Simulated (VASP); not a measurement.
# HfSi (Pnma) in VASP: further runs

HfSi is run at these levels: PBEsol; tasks: relaxation of shape and atoms at fixed volume, relaxation of cell and atoms.

Everything below comes from runs of VASP 6.6.1. Logs are shortened: lines on timing, memory, paths and dates and some standing lists are left out, and cuts for length are marked.

### 1 The cell of the first run

Symmetry: Pnma, No. 62, orthorhombic system. The conventional cell has a = 6.959 Å, b = 3.836 Å, c = 5.298 Å, α = 90.00°, β = 90.00°, γ = 90.00°. Within 3.9 Å of Hf (site symmetry m) lie 7 Si at 2.74 to 2.92 Å and 10 Hf at 3.39 to 3.84 Å. Within 3.3 Å of Si (site symmetry m) lie 2 Si at 2.50 Å and 7 Hf at 2.74 to 2.92 Å.

### 2 Relaxation of shape and atoms at fixed volume, PBEsol (17.68 Å³/atom)

INCAR

```
ALGO = Fast
EDIFF = 1E-6
EDIFFG = -0.01
ENCUT = 600
GGA = PS
IBRION = 2
ISIF = 4
ISMEAR = 0
LASPH = T
LCHARG = F
LREAL = F
LWAVE = F
NELM = 80
NSW = 50
PREC = Accurate
SIGMA = 0.1
```

KPOINTS

```
k-points
0
Gamma
  6 10 8
```

POSCAR

```
HfSi
1.0
    6.9588595242      0.0000000000      0.0000000000
    0.0000000000      3.8358076958      0.0000000000
    0.0000000000      0.0000000000      5.2979264099
Hf Si
4 4
Direct
    0.1759452533      0.2500000000      0.1269038130
    0.3240547467      0.7500000000      0.6269038130
    0.6759452533      0.2500000000      0.3730961870
    0.8240547467      0.7500000000      0.8730961870
    0.0431085152      0.2500000000      0.6406586774
    0.4568914848      0.7500000000      0.1406586774
    0.5431085152      0.2500000000      0.8593413226
    0.9568914848      0.7500000000      0.3593413226
```

Potentials or basis: VASP PAW PBE potentials, release 64 (Hf_pv, Si).

Launch:

```console
cat potpaw_PBE.64/Hf_pv/POTCAR potpaw_PBE.64/Si/POTCAR > POTCAR
mpirun -np 1 vasp_std > vasp.out
```

OUTCAR:

```text
EDIFF = 1E-6
   EDIFFG = -0.01
   ENCUT = 600
   GGA = PS
   IBRION = 2
   ISIF = 4
   ISMEAR = 0
   LASPH = T
   LREAL = F
   NELM = 80
   NSW = 50
   PREC = Accurate

 ion  position               nearest neighbor table
   1  0.176  0.250  0.127-   5 2.74   6 2.74   6 2.74   8 2.74   8 2.74   5 2.87   7 2.92   4 3.39
                             4 3.39   2 3.43   2 3.43   2 3.43   2 3.43   3 3.72   3 3.72
   2  0.324  0.750  0.627-   6 2.74   5 2.74   5 2.74   7 2.74   7 2.74   6 2.87   8 2.92   3 3.39
                             3 3.39   1 3.43   1 3.43   1 3.43   1 3.43   4 3.72   4 3.72
   3  0.676  0.250  0.373-   7 2.74   8 2.74   8 2.74   6 2.74   6 2.74   7 2.87   5 2.92   2 3.39
                             2 3.39   4 3.43   4 3.43   4 3.43   4 3.43   1 3.72   1 3.72
   4  0.824  0.750  0.873-   8 2.74   7 2.74   7 2.74   5 2.74   5 2.74   8 2.87   6 2.92   1 3.39
                             1 3.39   3 3.43   3 3.43   3 3.43   3 3.43   2 3.72   2 3.72
   5  0.043  0.250  0.641-   8 2.50   8 2.50   1 2.74   2 2.74   2 2.74   4 2.74   4 2.74   1 2.87
                             3 2.92
   6  0.457  0.750  0.141-   7 2.50   7 2.50   2 2.74   1 2.74   1 2.74   3 2.74   3 2.74   2 2.87
                             4 2.92
   7  0.543  0.250  0.859-   6 2.50   6 2.50   3 2.74   4 2.74   4 2.74   2 2.74   2 2.74   3 2.87
                             1 2.92
   8  0.957  0.750  0.359-   5 2.50   5 2.50   4 2.74   3 2.74   3 2.74   1 2.74   1 2.74   4 2.87
                             2 2.92

  LATTYP: Found a simple orthorhombic cell.
 ALAT       =     3.8358076958
 B/A-ratio  =     1.3811762294
 C/A-ratio  =     1.8141836286

  Lattice vectors:

 A1 = (   0.0000000000,   3.8358076958,   0.0000000000)
 A2 = (   0.0000000000,   0.0000000000,   5.2979264099)
 A3 = (   6.9588595242,   0.0000000000,   0.0000000000)

Analysis of symmetry for initial positions (statically):
=====================================================================
 Subroutine PRICEL returns:
 Original cell was already a primitive cell.

 Routine SETGRP: Setting up the symmetry group for a
 simple orthorhombic supercell.

 Subroutine GETGRP returns: Found  8 space group operations
 (whereof  2 operations were pure point group operations)
 out of a pool of  8 trial point group operations.

The static configuration has the point symmetry S_2 .
 The point group associated with its full space group is D_2h.

Analysis of symmetry for dynamics (positions and initial velocities):
=====================================================================
 Subroutine PRICEL returns:
 Original cell was already a primitive cell.

 Routine SETGRP: Setting up the symmetry group for a
 simple orthorhombic supercell.

 Subroutine GETGRP returns: Found  8 space group operations
 (whereof  2 operations were pure point group operations)
 out of a pool of  8 trial point group operations.

The dynamic configuration has the point symmetry S_2 .
 The point group associated with its full space group is D_2h.

 Subroutine INISYM returns: Found  8 space group operations
 (whereof  2 operations are pure point group operations),
 and found     1 'primitive' translations

----------------------------------------------------------------------------------------

                                     Primitive cell

  volume of cell :     141.4167

  direct lattice vectors                    reciprocal lattice vectors
     6.958859524  0.000000000  0.000000000     0.143701708  0.000000000  0.000000000
     0.000000000  3.835807696  0.000000000     0.000000000  0.260701286  0.000000000
     0.000000000  0.000000000  5.297926410     0.000000000  0.000000000  0.188753094

  length of vectors
     6.958859524  3.835807696  5.297926410     0.143701708  0.260701286  0.188753094

  position of ions in fractional coordinates (direct lattice)
     0.175945253  0.250000000  0.126903813
     0.324054747  0.750000000  0.626903813
     0.675945253  0.250000000  0.373096187
     0.824054747  0.750000000  0.873096187
[... 50 lines left out ...]
   NELECT =      56.0000    total number of electrons
   NUPDOWN=      -1.0000    fix difference up-down
   EMIN   =  10.00;   EMAX   =-10.00  energy-range for DOS
   EFERMI =   0.00;   METHOD = LEGACY
   ISMEAR =     0;   SIGMA  =   0.10  broadening in eV -4-tet -1-fermi 0-gaus
   EFERMI_NEDOS =   21; number of points for ismear=-14 and -15
   IALGO  =     68    algorithm
   IMIX   =      4    mixing-type and parameters
     AMIX     =   0.40;   BMIX     =  1.00
     AMIX_MAG =   1.60;   BMIX_MAG =  1.00
  volume/ion in A,a.u.               =      17.68       119.29
  Fermi-wavevector in a.u.,A,eV,Ry     =   1.202183  2.271796 19.663737  1.445244
  Thomas-Fermi vector in A             =   2.337971
   LORBIT       =      0    0 simple, 1 ext, 2 COOP (PROOUT), +10 PAW based schemes
   GGA     = PS    functional components
   LHFCALC =     F    Hartree Fock is set to
   AEXX    =    0.0000 exact exchange contribution
   IVDW    =     0    specifies the selected vdW correction
   LEPSILON=     F    determine dielectric tensor
   LRPA    =     F    only Hartree local field effects (RPA)
 conjugate gradient relaxation of ions
 non-spin polarized calculation
 RMM-DIIS sequential band-by-band and
 Gauss-broadening in eV      SIGMA  =   0.10
  energy-cutoff  :      600.00
  volume of cell :      141.42
 maximum number of plane-waves:      4764
 NGX is ok and might be reduce to    56
   NGX = 27   NGY = 15   NGZ = 21

--------------------------------------- Ionic step        1  -------------------------------------------

 number of electron      56.0000002 magnetization

 Free energy of the ion-electron system (eV)
  ---------------------------------------------------
  ext. energy  EPLUGINS =         0.00000000
  ---------------------------------------------------
  free energy    TOTEN  =       -72.00003688 eV

  energy without entropy =      -71.99079886  energy(sigma->0) =      -71.99541787

------------------------ aborting loop because EDIFF is reached ----------------------------------------

  FORCE on cell =-STRESS in cart. coord.  units (eV):
  Direction    XX          YY          ZZ          XY          YZ          ZX
  --------------------------------------------------------------------------------------
  -------------------------------------------------------------------------------------
  Total       -7.2327080     -7.2261958     -7.5014517      0.0000000      0.0000000      0.0000000
  in kB      -81.9427811    -81.8690008    -84.9875055      0.0000000      0.0000000      0.0000000
  external PRESSURE =     -82.9330958 kB  Pullay stress =       0.0000000 kB
[... 111 lines left out ...]
  energy  without entropy=      -71.9910145545  energy(sigma->0) =      -71.99563551

--------------------------------------- Ionic step        4  -------------------------------------------

 number of electron      56.0000002 magnetization

 Free energy of the ion-electron system (eV)
  ---------------------------------------------------
  ext. energy  EPLUGINS =         0.00000000
  ---------------------------------------------------
  free energy    TOTEN  =       -72.00031814 eV

  energy without entropy =      -71.99108111  energy(sigma->0) =      -71.99569962

 E-fermi :   7.0749     XC(G=0): -11.4772

 val. band max:        7.0723495256   @ k =   0.0000   0.4000   0.3750
 cond. band min:       7.0952499646   @ k =   0.1667   0.2000   0.3750
 fundamental gap:      0.0229004390
 Fermi energy:         7.0748738138

 k-point     1 :       0.0000    0.0000    0.0000
  band No.  band energies     occupation
      1     -23.6988      2.00000
      2     -23.6987      2.00000
      3     -23.6596      2.00000
      4     -23.6091      2.00000
      5     -23.5990      2.00000
      6     -23.5809      2.00000
[... 853 lines left out ...]
     32       9.7090      0.00000
     33      10.2191      0.00000

 [... further k-points ...]

------------------------ aborting loop because EDIFF is reached ----------------------------------------

  FORCE on cell =-STRESS in cart. coord.  units (eV):
  Direction    XX          YY          ZZ          XY          YZ          ZX
  --------------------------------------------------------------------------------------
  -------------------------------------------------------------------------------------
  Total       -7.2989324     -7.3224503     -7.2856354      0.0000000     -0.0000000      0.0000000
  in kB      -82.6930687    -82.9595142    -82.5424203      0.0000000     -0.0000000      0.0000000
  external PRESSURE =     -82.7316677 kB  Pullay stress =       0.0000000 kB
[... 23 lines left out ...]
  FREE ENERGIE OF THE ION-ELECTRON SYSTEM (eV)
  ---------------------------------------------------
  free  energy   TOTEN  =       -72.0003181400 eV

  energy  without entropy=      -71.9910811067  energy(sigma->0) =      -71.99569962

 reached required accuracy - stopping structural energy minimisation
```

Wall time 25 min (1 thread of Oxide Virtual Turin-like, shared host); peak memory 0.63 GiB.

What came out:

- Free energy: -72.0003 eV
- Energy gained by relaxing: 0.0 meV/atom
- Ionic steps: 4
- Pressure after relaxing: -8.3 GPa
- Largest force after relaxing: 0.009 eV/Å
- Band gap on the k mesh: zero (bands 28 and 29 overlap by 0.39 eV)

Forces on the atoms (eV/Å):
```
Hf   0.006  0.000  0.007
Hf  -0.006  0.000  0.007
Hf   0.006  0.000 -0.007
Hf  -0.006  0.000 -0.007
Si  -0.001  0.000  0.005
Si   0.001  0.000  0.005
Si  -0.001  0.000 -0.005
Si   0.001  0.000 -0.005
```

The path:
| step | energy change (eV) | largest force (eV/Å) | pressure (GPa) | volume (Å³) |
| --- | --- | --- | --- | --- |
| 1 | 0.0000 | 0.0221 | -8.29 | 141.42 |
| 2 | -0.0002 | 0.0159 | -8.28 | 141.42 |
| 3 | -0.0002 | 0.0163 | -8.28 | 141.42 |
| 4 | -0.0003 | 0.0086 | -8.27 | 141.42 |

Final structure:
```
CELL_PARAMETERS angstrom
6.96307 0.00000 0.00000
0.00000 3.83786 0.00000
0.00000 0.00000 5.29189
ATOMIC_POSITIONS crystal
Hf 0.17613 0.25000 0.12699
Hf 0.32387 0.75000 0.62699
Hf 0.67613 0.25000 0.37301
Hf 0.82387 0.75000 0.87301
Si 0.04325 0.25000 0.64093
Si 0.45675 0.75000 0.14093
Si 0.54325 0.25000 0.85907
Si 0.95675 0.75000 0.35907
```

Levels at points of the mesh, in eV from the Fermi level:
```tsv
k point	band 25	band 26	band 27	band 28	band 29	band 30	band 31	band 32
(0.00, 0.00, 0.00)	-0.78	-0.55	-0.29	-0.25	0.34	0.62	0.87	1.21
(0.50, 0.00, 0.00)	-0.88	-0.88	-0.54	-0.54	-0.01	-0.01	1.01	1.01
(0.00, 0.50, 0.00)	-2.03	-2.03	-1.69	-1.69	1.90	1.90	2.31	2.31
(0.50, 0.50, 0.00)	-1.96	-1.96	-1.96	-1.96	2.63	2.63	2.63	2.63
(0.00, 0.00, 0.50)	-1.17	-1.17	-0.26	-0.26	0.84	0.84	0.84	0.84
(0.50, 0.00, 0.50)	-1.22	-1.22	-0.75	-0.75	0.50	0.50	1.21	1.21
(0.00, 0.50, 0.50)	-0.78	-0.78	-0.54	-0.54	-0.02	-0.02	0.86	0.86
(0.50, 0.50, 0.50)	-1.62	-1.62	-1.62	-1.62	1.84	1.84	1.84	1.84
```

Caveat: the PAW data sets were made with another functional, which shifts forces and pressure a little; spin-orbit coupling is left out, which moves the levels of the heavy elements.

(Part 1 of 2 ends here.)
